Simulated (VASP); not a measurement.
# Ni (Fm-3m) in VASP: further runs

The runs below take Ni through single point, with LDA.

Program: VASP 6.6.1. These are calculated values, not measurements. Logs are shortened: lines on timing, memory, paths and dates and some standing lists are left out, and cuts for length are marked.

### 1 The cell of the first run

Symmetry: Fm-3m, No. 225, cubic system. Conventional cell: a = 3.421 Å, b = 3.421 Å, c = 3.421 Å, α = 90.00°, β = 90.00°, γ = 90.00°. Within 3.2 Å of Ni (site symmetry m-3m) lie 12 Ni at 2.42 Å.

### 2 Single point, LDA

File INCAR:

```
SYSTEM = Ni
ALGO = Normal
EDIFF = 1E-6
ENCUT = 520
ISIF = 2
ISMEAR = -1
LASPH = .TRUE.
LCHARG = .FALSE.
LREAL = .FALSE.
LWAVE = .FALSE.
NBANDS = 11
NELM = 60
PREC = Accurate
SIGMA = 0.1
```

File KPOINTS:

```
k-points
0
G
  16 16 16
  0 0 0
```

File POSCAR:

```
Ni
1.0
    0.0000000000      1.7104399105      1.7104399105
    1.7104399105      0.0000000000      1.7104399105
    1.7104399105      1.7104399105      0.0000000000
Ni
1
Direct
    0.0000000000      0.0000000000      0.0000000000
```

Potentials or basis: VASP PAW LDA potentials, release 64 (Ni).

On the command line:

```console
$ cat potpaw_LDA.64/Ni/POTCAR > POTCAR
$ mpirun -np 1 vasp_std > vasp.out
```

OUTCAR:

```text
SYSTEM = Ni
   EDIFF = 1E-6
   ENCUT = 520
   ISIF = 2
   ISMEAR = -1
   LASPH = .TRUE.
   LREAL = .FALSE.
   NELM = 60
   PREC = Accurate

 ion  position               nearest neighbor table
   1  0.000  0.000  0.000-

  LATTYP: Found a face centered cubic cell.
 ALAT       =     3.4208798210

  Lattice vectors:

 A1 = (   0.0000000000,   1.7104399105,   1.7104399105)
 A2 = (   1.7104399105,   0.0000000000,   1.7104399105)
 A3 = (   1.7104399105,   1.7104399105,   0.0000000000)

Analysis of symmetry for initial positions (statically):
=====================================================================
 Subroutine PRICEL returns:
 Original cell was already a primitive cell.

 Routine SETGRP: Setting up the symmetry group for a
 face centered cubic supercell.

 Subroutine GETGRP returns: Found 48 space group operations
 (whereof 48 operations were pure point group operations)
 out of a pool of 48 trial point group operations.

The static configuration has the point symmetry O_h .

Analysis of symmetry for dynamics (positions and initial velocities):
=====================================================================
 Subroutine PRICEL returns:
 Original cell was already a primitive cell.

 Routine SETGRP: Setting up the symmetry group for a
 face centered cubic supercell.

 Subroutine GETGRP returns: Found 48 space group operations
 (whereof 48 operations were pure point group operations)
 out of a pool of 48 trial point group operations.

The dynamic configuration has the point symmetry O_h .

 Subroutine INISYM returns: Found 48 space group operations
 (whereof 48 operations are pure point group operations),
 and found     1 'primitive' translations

----------------------------------------------------------------------------------------

                                     Primitive cell

  volume of cell :      10.0081

  direct lattice vectors                    reciprocal lattice vectors
     0.000000000  1.710439911  1.710439911    -0.292322459  0.292322459  0.292322459
     1.710439911  0.000000000  1.710439911     0.292322459 -0.292322459  0.292322459
     1.710439911  1.710439911  0.000000000     0.292322459  0.292322459 -0.292322459

  length of vectors
     2.418927319  2.418927319  2.418927319     0.506317351  0.506317351  0.506317351

  position of ions in fractional coordinates (direct lattice)
     0.000000000  0.000000000  0.000000000

  ion indices of the primitive-cell ions
   primitive index   ion index
                 1           1

----------------------------------------------------------------------------------------

 KPOINTS: k-points

Automatic generation of k-mesh.
 Grid dimensions read from file:
 generate k-points for:   16   16   16

 Generating k-lattice:

  Cartesian coordinates                     Fractional coordinates (reciprocal lattice)
    -0.018270154  0.018270154  0.018270154     0.062500000  0.000000000  0.000000000
     0.018270154 -0.018270154  0.018270154     0.000000000  0.062500000  0.000000000
     0.018270154  0.018270154 -0.018270154     0.000000000  0.000000000  0.062500000

  Length of vectors
     0.031644834  0.031644834  0.031644834

  Shift w.r.t. Gamma in fractional coordinates (k-lattice)
     0.000000000  0.000000000  0.000000000

 Subroutine IBZKPT returns following result:
 ===========================================

 Found    145 irreducible k-points:

 Following reciprocal coordinates:
            Coordinates               Weight
  0.000000  0.000000  0.000000      1.000000
  0.062500  0.000000  0.000000      8.000000
  0.125000  0.000000  0.000000      8.000000
  0.187500  0.000000  0.000000      8.000000
  0.250000  0.000000  0.000000      8.000000
  0.312500  0.000000  0.000000      8.000000
[... 16 lines left out ...]
 -0.125000  0.062500  0.000000     24.000000
 -0.062500  0.062500  0.000000     12.000000
 [... further k-points ...]
   k-points           NKPTS =    145   k-points in BZ     NKDIM =    145   number of bands    NBANDS=     11
   number of dos      NEDOS =    301   number of ions     NIONS =      1
   total plane-waves  NPLWV =   5832
   dimension x,y,z NGX =    18 NGY =   18 NGZ =   18
   dimension x,y,z NGXF=    36 NGYF=   36 NGZF=   36
   ions per type =               1
   NGX,Y,Z   is equivalent  to a cutoff of  12.37, 12.37, 12.37 a.u.
   NGXF,Y,Z  is equivalent  to a cutoff of  24.74, 24.74, 24.74 a.u.
 SYSTEM =  Ni
   PREC   = accura    normal or accurate (medium, high low for compatibility)
   ISTART =      0    job   : 0-new  1-cont  2-samecut
   ICHARG =      2    charge: 1-file 2-atom 10-const
   ISPIN  =      1    spin polarized calculation?
   LNONCOLLINEAR =      F non collinear calculations
   LSORBIT =      F    spin-orbit coupling
   LASPH  =      T    aspherical Exc in radial PAW
   ENCUT  =  520.0 eV  38.22 Ry    6.18 a.u.   4.50  4.50  4.50*2*pi/ulx,y,z
   NELM   =     60;   NELMIN=  2; NELMDL= -5     # of ELM steps
   EDIFF  = 0.1E-05   stopping-criterion for ELM
   LREAL  =      F    real-space projection
   EDIFFG = 0.1E-04   stopping-criterion for IOM
   NSW    =      0    number of steps for IOM
   IBRION =     -1    ionic relax: 0-MD 1-quasi-New 2-CG
   NFREE  =      0    steps in history (QN), initial steepest desc. (CG)
   ISIF   =      2    stress and relaxation
   ISYM   =      2    0-nonsym 1-usesym 2-fastsym
   POTIM  = 0.5000    time-step for ionic-motion
   TEBEG  =    0.0;   TEEND  =   0.0 temperature during run
   PSTRESS=    0.0 pullay stress
   NELECT =      10.0000    total number of electrons
   NUPDOWN=      -1.0000    fix difference up-down
   EMIN   =  10.00;   EMAX   =-10.00  energy-range for DOS
   EFERMI =   0.00;   METHOD = LEGACY
   ISMEAR =    -1;   SIGMA  =   0.10  broadening in eV -4-tet -1-fermi 0-gaus
   EFERMI_NEDOS =   21; number of points for ismear=-14 and -15
   IALGO  =     38    algorithm
   IMIX   =      4    mixing-type and parameters
     AMIX     =   0.40;   BMIX     =  1.00
     AMIX_MAG =   1.60;   BMIX_MAG =  1.00
  volume/ion in A,a.u.               =      10.01        67.54
  Fermi-wavevector in a.u.,A,eV,Ry     =   1.636655  3.092829 36.445082  2.678638
  Thomas-Fermi vector in A             =   2.727925
   LORBIT       =      0    0 simple, 1 ext, 2 COOP (PROOUT), +10 PAW based schemes
   GGA     = CA    functional components
   LHFCALC =     F    Hartree Fock is set to
   AEXX    =    0.0000 exact exchange contribution
   IVDW    =     0    specifies the selected vdW correction
   LEPSILON=     F    determine dielectric tensor
   LRPA    =     F    only Hartree local field effects (RPA)
 non-spin polarized calculation
  energy-cutoff  :      520.00
  volume of cell :       10.01
 maximum number of plane-waves:       290
 NGX is ok and might be reduce to    18
   NGX =  9   NGY =  9   NGZ =  9

 number of electron      10.0000000 magnetization

 number of electron       9.9999991 magnetization

 Free energy of the ion-electron system (eV)
  ---------------------------------------------------
  ext. energy  EPLUGINS =         0.00000000
  ---------------------------------------------------
  free energy    TOTEN  =        -6.58931949 eV

  energy without entropy =       -6.50412821  energy(sigma->0) =       -6.54672385

 E-fermi :  10.1515     XC(G=0): -14.1146

 val. band max:       10.1400547338   @ k =  -0.3750   0.3750   0.1250
 cond. band min:      10.1539162559   @ k =   0.3750   0.3125   0.0625
 fundamental gap:      0.0138615221
 Fermi energy:        10.1514993559

 k-point     1 :       0.0000    0.0000    0.0000
  band No.  band energies     occupation
      1       0.7149      2.00000
      2       8.0124      2.00000
      3       8.0124      2.00000
      4       8.0124      2.00000
      5       9.2887      1.99964
      6       9.2887      1.99964
      7      34.7422      0.00000
      8      39.1953      0.00000
      9      39.1953      0.00000
     10      39.1953      0.00000
     11      42.5359      0.00000

 k-point     2 :       0.0625    0.0000    0.0000
  band No.  band energies     occupation
      1       0.8778      2.00000
      2       7.9644      2.00000
      3       8.0519      2.00000
      4       8.0519      2.00000
      5       9.2713      1.99970
      6       9.2713      1.99970
      7      34.3313      0.00000
      8      37.3294      0.00000
      9      38.8817      0.00000
     10      38.8817      0.00000
     11      43.0140      0.00000

 k-point     3 :       0.1250    0.0000    0.0000
  band No.  band energies     occupation
      1       1.3566      2.00000
      2       7.8374      2.00000
      3       8.1502      2.00000
      4       8.1502      2.00000
      5       9.2389      1.99978
      6       9.2389      1.99978
      7      32.1638      0.00000
      8      35.9983      0.00000
      9      38.2697      0.00000
     10      38.2697      0.00000
     11      43.4746      0.00000

 k-point     4 :       0.1875    0.0000    0.0000
  band No.  band energies     occupation
      1       2.1172      2.00000
      2       7.6828      2.00000
      3       8.2420      2.00000
      4       8.2420      2.00000
      5       9.2548      1.99974
      6       9.2548      1.99974
      7      28.9498      0.00000
      8      35.5167      0.00000
      9      37.6768      0.00000
     10      37.6768      0.00000
     11      43.4907      0.00000
[... 239 lines left out ...]
 k-point    22 :      -0.1875    0.0625    0.0000
  band No.  band energies     occupation
      1       2.5539      2.00000
      2       7.5785      2.00000
      3       8.2611      2.00000
      4       8.3181      2.00000
      5       9.1014      1.99995
      6       9.4790      1.99760
      7      27.9588      0.00000
      8      33.3477      0.00000
      9      37.3934      0.00000
     10      39.7321      0.00000
     11      41.6340      0.00000

 k-point    23 :      -0.1250    0.0625    0.0000
  band No.  band energies     occupation
      1       1.7197      2.00000
      2       7.7289      2.00000
      3       8.2240      2.00000
      4       8.2262      2.00000
      5       9.1028      1.99994
      6       9.3524      1.99932
      7      31.2110      0.00000
      8      34.0243      0.00000
      9      37.7579      0.00000
     10      39.9774      0.00000
     11      41.8580      0.00000

 k-point    24 :      -0.0625    0.0625    0.0000
  band No.  band energies     occupation
      1       1.1460      2.00000
      2       7.8777      2.00000
      3       8.1092      2.00000
      4       8.1285      2.00000
      5       9.1887      1.99987
      6       9.3061      1.99957
      7      33.6016      0.00000
      8      35.5550      0.00000
      9      37.8398      0.00000
     10      39.8061      0.00000
     11      42.5962      0.00000

 [... further k-points ...]
[... 5 lines left out ...]
  --------------------------------------------------------------------------------------
  -------------------------------------------------------------------------------------
  Total        0.0042153      0.0042153      0.0042153      0.0000000      0.0000000      0.0000000
  in kB        0.6748223      0.6748223      0.6748223      0.0000000      0.0000000      0.0000000
  external PRESSURE =       0.6748223 kB  Pullay stress =       0.0000000 kB

 VOLUME and BASIS-vectors are now :
 -----------------------------------------------------------------------------
  energy-cutoff  :      520.00
  volume of cell :       10.01
      direct lattice vectors                 reciprocal lattice vectors
     0.000000000  1.710439911  1.710439911    -0.292322459  0.292322459  0.292322459
     1.710439911  0.000000000  1.710439911     0.292322459 -0.292322459  0.292322459
     1.710439911  1.710439911  0.000000000     0.292322459  0.292322459 -0.292322459

 POSITION                                       TOTAL-FORCE (eV/Angst)
 -----------------------------------------------------------------------------------
      0.00000      0.00000      0.00000         0.000000      0.000000      0.000000
 -----------------------------------------------------------------------------------
    total drift:                                0.000000     -0.000000     -0.000000

  FREE ENERGIE OF THE ION-ELECTRON SYSTEM (eV)
  ---------------------------------------------------
  free  energy   TOTEN  =        -6.5893194922 eV

  energy  without entropy=       -6.5041282139  energy(sigma->0) =       -6.54672385
```

Wall time 12 s (1 thread of Intel Xeon 6975P-C, shared host); peak memory 0.12 GiB.

What came out:

```yaml
Free_energy: -6.5893 eV
Pressure: 0.1 GPa
Band_gap_on_the_k_mesh: zero (band 5 reaches 10.32 eV, above the bottom of band 6 at 9.24 eV)
```

Caveat: the run has no spin polarisation, though such a crystal can be magnetic. Spin polarisation is off, so any magnetic state and its effect on volume and gap are missing.

### 3 Single point, LDA

File INCAR:

```
SYSTEM = Ni
ALGO     = Normal         ! electronic algorithm
EDIFF    = 1E-6           ! SCF threshold, eV
ENCUT    = 520            ! plane-wave cutoff, eV
GGA      = CA             ! functional
ISIF     = 2              ! what is computed and relaxed
ISMEAR   = -1             ! smearing method
LASPH    = .True.         ! aspherical terms in the spheres
LCHARG   = .False.        ! write CHGCAR
LREAL    = .False.        ! projectors in reciprocal space
LWAVE    = .False.        ! write WAVECAR
NBANDS   = 11             ! bands
NELM     = 80             ! most SCF steps
PREC     = Accurate       ! precision mode
SIGMA    = 0.1            ! smearing width, eV
```

File KPOINTS:

```
k-points
0
Gamma
  16 16 16
  0 0 0
```

POSCAR is that of step 2.

Potentials or basis: VASP PAW LDA potentials, release 64 (Ni).

On the command line:

```console
$ cat potpaw_LDA.64/Ni/POTCAR > POTCAR
$ mpirun -np 1 vasp_std > vasp.out
```

Wall time 11 s (1 thread of Intel Xeon 6975P-C, shared host); peak memory 0.12 GiB.

Results (log left out):

| Quantity | Value |
| --- | --- |
| Free energy | -6.5893 eV |
| Pressure | 0.1 GPa |
| Band gap on the k mesh | zero (band 5 reaches 10.32 eV, above the bottom of band 6 at 9.24 eV) |

Levels at points of the mesh, in eV from the Fermi level:
| k point | band 1 | band 2 | band 3 | band 4 | band 5 | band 6 | band 7 | band 8 | band 9 | band 10 |
| --- | --- | --- | --- | --- | --- | --- | --- | --- | --- | --- |
| (0.00, 0.00, 0.00) | -9.44 | -2.14 | -2.14 | -2.14 | -0.86 | -0.86 | 24.59 | 29.04 | 29.04 | 29.04 |
| (0.50, 0.00, 0.00) | -4.96 | -2.18 | -2.18 | -0.27 | -0.03 | -0.03 | 6.66 | 23.07 | 26.22 | 26.22 |
| (0.50, 0.50, 0.00) | -4.84 | -4.21 | -0.03 | 0.17 | 0.17 | 2.65 | 10.32 | 15.72 | 15.72 | 21.14 |

Caveat: the run has no spin polarisation, though such a crystal can be magnetic.
